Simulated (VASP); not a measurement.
# CO2 (Pa-3) in VASP: notebook

The runs below take CO2 through single point, with PBE+D4.

Everything below comes from runs of VASP 6.6.1. Logs are shortened: lines on timing, memory, paths and dates and some standing lists are left out, and cuts for length are marked.

## 1. The cell of the first run

Symmetry: Pa-3, No. 205, cubic system. The conventional cell has a = 5.288 Å, b = 5.288 Å, c = 5.288 Å, α = 90.00°, β = 90.00°, γ = 90.00°. Within 1.6 Å of C (site symmetry -3) lie 2 O at 1.17 Å. Within 1.6 Å of O (site symmetry 3) lie 1 C at 1.17 Å.

## 2. Single point, PBE+D4

File INCAR:

```
PREC     = Accurate       # precision mode
ENCUT    = 520            # plane-wave cutoff, eV
EDIFF    = 1E-6           # SCF threshold, eV
ISMEAR   = 0              # smearing method
SIGMA    = 0.1            # smearing width, eV
LREAL    = F              # projectors in reciprocal space
LASPH    = T              # aspherical terms in the spheres
NELM     = 80             # most SCF steps
ALGO     = Normal         # electronic algorithm
ISIF     = 2              # what is computed and relaxed
LWAVE    = F              # write WAVECAR
LCHARG   = F              # write CHGCAR
GGA      = PE             # functional
IVDW     = 13             # dispersion correction
NBANDS   = 44             # bands
```

File KPOINTS:

```
Automatic mesh
0
Gamma
  4 4 4
```

File POSCAR:

```
CO2
1.0
    5.2876372084      0.0000000000      0.0000000000
    0.0000000000      5.2876372084      0.0000000000
    0.0000000000      0.0000000000      5.2876372084
C O
4 8
Direct
    0.0000000000      0.0000000000      0.0000000000
    0.5000000000      0.0000000000      0.5000000000
    0.5000000000      0.5000000000      0.0000000000
    0.0000000000      0.5000000000      0.5000000000
    0.1273345618      0.1273345618      0.1273345618
    0.3726654382      0.8726654382      0.6273345618
    0.6273345618      0.3726654382      0.8726654382
    0.8726654382      0.6273345618      0.3726654382
    0.8726654382      0.8726654382      0.8726654382
    0.6273345618      0.1273345618      0.3726654382
    0.3726654382      0.6273345618      0.1273345618
    0.1273345618      0.3726654382      0.6273345618
```

Potentials or basis: VASP PAW PBE potentials, release 64 (C, O).

On the command line:

```sh
$ cat potpaw_PBE.64/C/POTCAR potpaw_PBE.64/O/POTCAR > POTCAR
$ mpirun -np 1 vasp_std > vasp.out
```

OUTCAR:

```text
PREC = Accurate
   ENCUT = 520
   EDIFF = 1E-6
   ISMEAR = 0
   LREAL = F
   LASPH = T
   NELM = 80
   ISIF = 2
   GGA = PE
   IVDW = 13

 ion  position               nearest neighbor table
   1  0.000  0.000  0.000-   5 1.17   9 1.17
   2  0.500  0.000  0.500-   6 1.17  10 1.17
   3  0.500  0.500  0.000-   7 1.17  11 1.17
   4  0.000  0.500  0.500-   8 1.17  12 1.17
   5  0.127  0.127  0.127-   1 1.17
   6  0.373  0.873  0.627-   2 1.17
   7  0.627  0.373  0.873-   3 1.17
   8  0.873  0.627  0.373-   4 1.17
   9  0.873  0.873  0.873-   1 1.17
  10  0.627  0.127  0.373-   2 1.17
  11  0.373  0.627  0.127-   3 1.17
  12  0.127  0.373  0.627-   4 1.17

  LATTYP: Found a simple cubic cell.
 ALAT       =     5.2876372084

  Lattice vectors:

 A1 = (   5.2876372084,   0.0000000000,   0.0000000000)
 A2 = (   0.0000000000,   5.2876372084,   0.0000000000)
 A3 = (   0.0000000000,   0.0000000000,   5.2876372084)

Analysis of symmetry for initial positions (statically):
=====================================================================
 Subroutine PRICEL returns:
 Original cell was already a primitive cell.

 Routine SETGRP: Setting up the symmetry group for a
 simple cubic supercell.

 Subroutine GETGRP returns: Found 24 space group operations
 (whereof  6 operations were pure point group operations)
 out of a pool of 48 trial point group operations.

The static configuration has the point symmetry S_6 .
 The point group associated with its full space group is T_h .

Analysis of symmetry for dynamics (positions and initial velocities):
=====================================================================
 Subroutine PRICEL returns:
 Original cell was already a primitive cell.

 Routine SETGRP: Setting up the symmetry group for a
 simple cubic supercell.

 Subroutine GETGRP returns: Found 24 space group operations
 (whereof  6 operations were pure point group operations)
 out of a pool of 48 trial point group operations.

The dynamic configuration has the point symmetry S_6 .
 The point group associated with its full space group is T_h .

 Subroutine INISYM returns: Found 24 space group operations
 (whereof  6 operations are pure point group operations),
 and found     1 'primitive' translations

----------------------------------------------------------------------------------------

                                     Primitive cell

  volume of cell :     147.8376

  direct lattice vectors                    reciprocal lattice vectors
     5.287637208  0.000000000  0.000000000     0.189120388  0.000000000  0.000000000
     0.000000000  5.287637208  0.000000000     0.000000000  0.189120388  0.000000000
     0.000000000  0.000000000  5.287637208     0.000000000  0.000000000  0.189120388

  length of vectors
     5.287637208  5.287637208  5.287637208     0.189120388  0.189120388  0.189120388

  position of ions in fractional coordinates (direct lattice)
     0.000000000  0.000000000  0.000000000
     0.500000000  0.000000000  0.500000000
     0.500000000  0.500000000  0.000000000
     0.000000000  0.500000000  0.500000000
     0.127334562  0.127334562  0.127334562
     0.372665438  0.872665438  0.627334562
     0.627334562  0.372665438  0.872665438
     0.872665438  0.627334562  0.372665438
     0.872665438  0.872665438  0.872665438
     0.627334562  0.127334562  0.372665438
     0.372665438  0.627334562  0.127334562
     0.127334562  0.372665438  0.627334562

  ion indices of the primitive-cell ions
   primitive index   ion index
                 1           1
                 2           2
                 3           3
                 4           4
                 5           5
                 6           6
                 7           7
                 8           8
                 9           9
                10          10
                11          11
                12          12

----------------------------------------------------------------------------------------

 KPOINTS: Automatic mesh

Automatic generation of k-mesh.
 Grid dimensions read from file:
 generate k-points for:    4    4    4

 Generating k-lattice:

  Cartesian coordinates                     Fractional coordinates (reciprocal lattice)
     0.047280097  0.000000000  0.000000000     0.250000000  0.000000000  0.000000000
     0.000000000  0.047280097  0.000000000     0.000000000  0.250000000  0.000000000
     0.000000000  0.000000000  0.047280097     0.000000000  0.000000000  0.250000000

  Length of vectors
     0.047280097  0.047280097  0.047280097

  Shift w.r.t. Gamma in fractional coordinates (k-lattice)
     0.000000000  0.000000000  0.000000000

 Subroutine IBZKPT returns following result:
 ===========================================

 Found     11 irreducible k-points:

 Following reciprocal coordinates:
            Coordinates               Weight
  0.000000  0.000000  0.000000      1.000000
  0.250000  0.000000  0.000000      6.000000
[... 58 lines left out ...]
 non-spin polarized calculation
 Gauss-broadening in eV      SIGMA  =   0.10
  energy-cutoff  :      520.00
  volume of cell :      147.84
 maximum number of plane-waves:      4012
   NGX = 19   NGY = 19   NGZ = 19

 number of electron      63.9999987 magnetization

 Free energy of the ion-electron system (eV)
  ---------------------------------------------------
  ext. energy  EPLUGINS =         0.00000000
  ---------------------------------------------------
  free energy    TOTEN  =       -91.62316466 eV

  energy without entropy =      -91.62316466  energy(sigma->0) =      -91.62316466

 E-fermi :  -2.0055     XC(G=0):  -8.7331

 val. band max:       -2.4691579665   @ k =   0.0000   0.0000   0.0000
 cond. band min:       4.5309205121   @ k =   0.0000   0.0000   0.0000
 fundamental gap:      7.0000784785
 Fermi energy:        -2.0055089864

 k-point     1 :       0.0000    0.0000    0.0000
  band No.  band energies     occupation
      1     -23.3834      2.00000
      2     -22.9897      2.00000
      3     -22.9897      2.00000
      4     -22.9897      2.00000
      5     -22.1195      2.00000
      6     -22.1195      2.00000
[... 36 lines left out ...]
     43       8.8745      0.00000
     44       8.8745      0.00000

 k-point     2 :       0.2500    0.0000    0.0000
  band No.  band energies     occupation
      1     -23.3317      2.00000
      2     -23.0551      2.00000
      3     -22.9896      2.00000
      4     -22.9896      2.00000
      5     -22.1148      2.00000
      6     -22.1131      2.00000
[... 36 lines left out ...]
     43       9.1520      0.00000
     44       9.1563      0.00000

 k-point     3 :       0.5000    0.0000    0.0000
  band No.  band energies     occupation
      1     -23.2000      2.00000
      2     -23.2000      2.00000
      3     -22.9892      2.00000
      4     -22.9892      2.00000
      5     -22.1084      2.00000
      6     -22.1084      2.00000
[... 36 lines left out ...]
     43       9.4772      0.00000
     44       9.4772      0.00000

 k-point     4 :       0.2500    0.2500    0.0000
  band No.  band energies     occupation
      1     -23.2857      2.00000
      2     -23.0446      2.00000
      3     -23.0446      2.00000
      4     -22.9980      2.00000
      5     -22.1113      2.00000
      6     -22.1021      2.00000
[... 271 lines left out ...]
     43       8.5074      0.00000
     44       8.5074      0.00000

 k-point    10 :       0.5000    0.5000    0.2500
  band No.  band energies     occupation
      1     -23.0914      2.00000
      2     -23.0914      2.00000
      3     -23.0914      2.00000
      4     -23.0914      2.00000
      5     -22.0923      2.00000
      6     -22.0923      2.00000
[... 36 lines left out ...]
     43       7.6659      0.00000
     44       7.6659      0.00000

 k-point    11 :       0.5000    0.5000    0.5000
  band No.  band energies     occupation
      1     -23.0875      2.00000
      2     -23.0875      2.00000
      3     -23.0875      2.00000
      4     -23.0875      2.00000
      5     -22.0964      2.00000
      6     -22.0964      2.00000
[... 36 lines left out ...]
     43       7.5981      0.00000
     44       7.5981      0.00000

------------------------ aborting loop because EDIFF is reached ----------------------------------------

  DFT-D4 for vdW energy calculation

  Edisp (eV):   -1.09488

  FORCE on cell =-STRESS in cart. coord.  units (eV):
  Direction    XX          YY          ZZ          XY          YZ          ZX
  --------------------------------------------------------------------------------------
  -------------------------------------------------------------------------------------
  Total       4.81501     4.81501     4.81501     0.00000     0.00000     0.00000
  in kB      52.18230    52.18230    52.18230     0.00000     0.00000     0.00000
  external pressure =       52.18 kB  Pullay stress =        0.00 kB

 VOLUME and BASIS-vectors are now :
 -----------------------------------------------------------------------------
  energy-cutoff  :      520.00
  volume of cell :      147.84
      direct lattice vectors                 reciprocal lattice vectors
     5.287637208  0.000000000  0.000000000     0.189120388  0.000000000  0.000000000
     0.000000000  5.287637208  0.000000000     0.000000000  0.189120388  0.000000000
     0.000000000  0.000000000  5.287637208     0.000000000  0.000000000  0.189120388

 POSITION                                       TOTAL-FORCE (eV/Angst)
 -----------------------------------------------------------------------------------
      0.00000      0.00000      0.00000        -0.000000     -0.000000      0.000000
      2.64382      0.00000      2.64382        -0.000000     -0.000000      0.000000
      2.64382      2.64382      0.00000        -0.000000     -0.000000      0.000000
      0.00000      2.64382      2.64382        -0.000000     -0.000000      0.000000
      0.67330      0.67330      0.67330         0.369737      0.369737      0.369737
      1.97052      4.61434      3.31712        -0.369737     -0.369737      0.369737
      3.31712      1.97052      4.61434         0.369737     -0.369737     -0.369737
      4.61434      3.31712      1.97052        -0.369737      0.369737     -0.369737
      4.61434      4.61434      4.61434        -0.369737     -0.369737     -0.369737
      3.31712      0.67330      1.97052         0.369737      0.369737     -0.369737
      1.97052      3.31712      0.67330        -0.369737      0.369737      0.369737
      0.67330      1.97052      3.31712         0.369737     -0.369737      0.369737
 -----------------------------------------------------------------------------------
    total drift:                                0.000000      0.000000      0.000000

  FREE ENERGIE OF THE ION-ELECTRON SYSTEM (eV)
  ---------------------------------------------------
  free  energy   TOTEN  =       -92.7180494448 eV

  energy  without entropy=      -92.7180494448  energy(sigma->0) =      -92.71804944
```

Wall time 38 s (1 thread of AMD EPYC 9R14 (Zen 4), shared host); peak memory 0.22 GiB.

What came out:

| Item | Value |
| --- | --- |
| Free energy | -92.7180 eV |
| Pressure | 5.2 GPa |
| Largest force | 0.640 eV/Å |
| Band gap on the k mesh | 7.00 eV |
| Dispersion energy per atom | -0.091 eV |

Forces in eV/Å, atoms in the order of the input:
```
C    0.000  0.000  0.000
C    0.000  0.000  0.000
C    0.000  0.000  0.000
C    0.000  0.000  0.000
O    0.370  0.370  0.370
O   -0.370 -0.370  0.370
O    0.370 -0.370 -0.370
O   -0.370  0.370 -0.370
O   -0.370 -0.370 -0.370
O    0.370  0.370 -0.370
O   -0.370  0.370  0.370
O    0.370 -0.370  0.370
```

Caveat: the cell stands under pressure. Expect the measured gap to be larger: semilocal functionals such as PBE lack the derivative discontinuity.

## 3. Single point, PBE+D4

INCAR, as its differences from that of step 2:

```diff
@@ -4,3 +4,3 @@
 ISMEAR   = 0              # smearing method
-SIGMA    = 0.1            # smearing width, eV
+SIGMA    = 0.02           # smearing width, eV
 LREAL    = F              # projectors in reciprocal space
```

File KPOINTS:

```
regular mesh
0
Gamma
  4 4 4
```

File POSCAR:

```
CO2
1.0
    5.2851893541      0.0000000000      0.0000000000
    0.0000000000      5.2851893541      0.0000000000
    0.0000000000      0.0000000000      5.2851893541
C O
4 8
Direct
    0.0000000000      0.0000000000      0.0000000000
    0.5000000000      0.0000000000      0.5000000000
    0.5000000000      0.5000000000      0.0000000000
    0.0000000000      0.5000000000      0.5000000000
    0.1273917255      0.1273917255      0.1273917255
    0.3726082745      0.8726082745      0.6273917255
    0.6273917255      0.3726082745      0.8726082745
    0.8726082745      0.6273917255      0.3726082745
    0.8726082745      0.8726082745      0.8726082745
    0.6273917255      0.1273917255      0.3726082745
    0.3726082745      0.6273917255      0.1273917255
    0.1273917255      0.3726082745      0.6273917255
```

Potentials or basis: VASP PAW PBE potentials, release 64 (C, O).

On the command line:

```sh
$ cat potpaw_PBE.64/C/POTCAR potpaw_PBE.64/O/POTCAR > POTCAR
$ mpirun -np 1 vasp_std > vasp.out
```

Wall time 39 s (1 thread of AMD EPYC 9R14 (Zen 4), shared host); peak memory 0.22 GiB.

It converged, with:

```
Free energy                : -92.7136 eV
Pressure                   : 5.3 GPa
Largest force              : 0.640 eV/Å
Band gap on the k mesh     : 7.00 eV
Dispersion energy per atom : -0.091 eV
```

Forces in eV/Å, atoms in the order of the input:
```
C    0.000  0.000  0.000
C    0.000  0.000  0.000
C    0.000  0.000  0.000
C    0.000  0.000  0.000
O    0.369  0.369  0.369
O   -0.369 -0.369  0.369
O    0.369 -0.369 -0.369
O   -0.369  0.369 -0.369
O   -0.369 -0.369 -0.369
O    0.369  0.369 -0.369
O   -0.369  0.369  0.369
O    0.369 -0.369  0.369
```

Levels at points of the mesh, in eV from the valence-band top:
| k point | band 30 | band 31 | band 32 | band 33 | band 34 | band 35 |
| --- | --- | --- | --- | --- | --- | --- |
| (0.00, 0.00, 0.00) | -0.30 | 0.00 | 0.00 | 7.00 | 7.79 | 7.79 |
| (0.50, 0.00, 0.00) | -0.44 | -0.10 | -0.10 | 7.73 | 7.73 | 8.05 |
| (0.50, 0.50, 0.00) | -0.39 | -0.39 | -0.39 | 7.73 | 7.73 | 7.73 |
| (0.50, 0.50, 0.50) | -0.47 | -0.47 | -0.47 | 7.70 | 7.70 | 7.70 |

Caveat: the cell stands under pressure. A hybrid or GW would open this gap; PBE tends to underestimate it.

## 4. Single point, PBE+D4

This run uses another cell than the first one, of 14.87 Å³/atom.

File INCAR:

```
PREC = Accurate ; ENCUT = 520
EDIFF = 1E-6 ; ISMEAR = 0
SIGMA = 0.1 ; LREAL = F
LASPH = T ; NELM = 60
ALGO = Normal ; ISIF = 2
LWAVE = F ; LCHARG = T
GGA = PE ; IVDW = 13
LELF = T ; LVHAR = T
NBANDS = 44
```

File KPOINTS:

```
Automatic mesh
0
Gamma
  4 4 4
```

File POSCAR:

```
CO2
1.0
    5.6300000000      0.0000000000      0.0000000000
    0.0000000000      5.6300000000      0.0000000000
    0.0000000000      0.0000000000      5.6300000000
C O
4 8
Direct
    0.0000000000      0.0000000000      0.0000000000
    0.5000000000      0.0000000000      0.5000000000
    0.5000000000      0.5000000000      0.0000000000
    0.0000000000      0.5000000000      0.5000000000
    0.1080000000      0.1080000000      0.1080000000
    0.3920000000      0.8920000000      0.6080000000
    0.6080000000      0.3920000000      0.8920000000
    0.8920000000      0.6080000000      0.3920000000
    0.8920000000      0.8920000000      0.8920000000
    0.6080000000      0.1080000000      0.3920000000
    0.3920000000      0.6080000000      0.1080000000
    0.1080000000      0.3920000000      0.6080000000
```

On the command line:

```sh
$ cat potpaw_PBE.64/C/POTCAR potpaw_PBE.64/O/POTCAR > POTCAR
$ mpirun -np 1 vasp_std > vasp.out
```

Run time: 53 s. Hardware: 1 thread of AMD EPYC 9R14 (Zen 4), shared host; peak memory 0.24 GiB.

Results (log left out):

* Free energy: -84.8923 eV
* Pressure: 47.8 GPa
* Largest force: 19.272 eV/Å
* Band gap on the k mesh: 7.64 eV
* Dispersion energy per atom: -0.074 eV

Forces on the atoms (eV/Å):
```
C     0.000   0.000   0.000
C     0.000   0.000   0.000
C     0.000   0.000   0.000
C     0.000   0.000   0.000
O    11.127  11.127  11.127
O   -11.127 -11.127  11.127
O    11.127 -11.127 -11.127
O   -11.127  11.127 -11.127
O   -11.127 -11.127 -11.127
O    11.127  11.127 -11.127
O   -11.127  11.127  11.127
O    11.127 -11.127  11.127
```

Levels at points of the mesh, in eV from the valence-band top:
| k point | band 30 | band 31 | band 32 | band 33 | band 34 | band 35 |
| --- | --- | --- | --- | --- | --- | --- |
| (0.00, 0.00, 0.00) | -0.15 | 0.00 | 0.00 | 7.64 | 10.42 | 10.42 |
| (0.50, 0.00, 0.00) | -0.23 | -0.06 | -0.06 | 9.00 | 9.00 | 10.15 |
| (0.50, 0.50, 0.00) | -0.23 | -0.23 | -0.23 | 9.79 | 9.79 | 9.79 |
| (0.50, 0.50, 0.50) | -0.24 | -0.24 | -0.24 | 10.36 | 10.36 | 10.36 |

Caveat: the cell stands under pressure; forces of over 1 eV/Å act on the atoms, so gaps and moduli don't describe the material at rest. PBE gaps usually lie below the measured ones, often by a third to a half.

## 5. The runs side by side

```csv
cell,smearing,gap on the mesh (eV),pressure (GPa),largest force (eV/Å)
"a = 5.288 Å, 12 atoms, atomic positions A",gaussian 0.1 eV,7.00,5.2,0.64
"a = 5.285 Å, 12 atoms, atomic positions A",gaussian 0.02 eV,7.00,5.3,0.64
"a = 5.630 Å, 12 atoms, atomic positions B",gaussian 0.1 eV,7.64,47.8,19.27
```

Alike in all rows: task single point; level PBE+D4; potentials or basis VASP PAW PBE potentials, release 64 (C, O); no spin polarisation; k mesh 4 × 4 × 4; cutoff (eV) 520.

Caveats: the cell stands under pressure; forces of over 1 eV/Å act on the atoms, so gaps and moduli don't describe the material at rest (at least some runs).

Absolute energies hang on the potentials; compare differences alone.
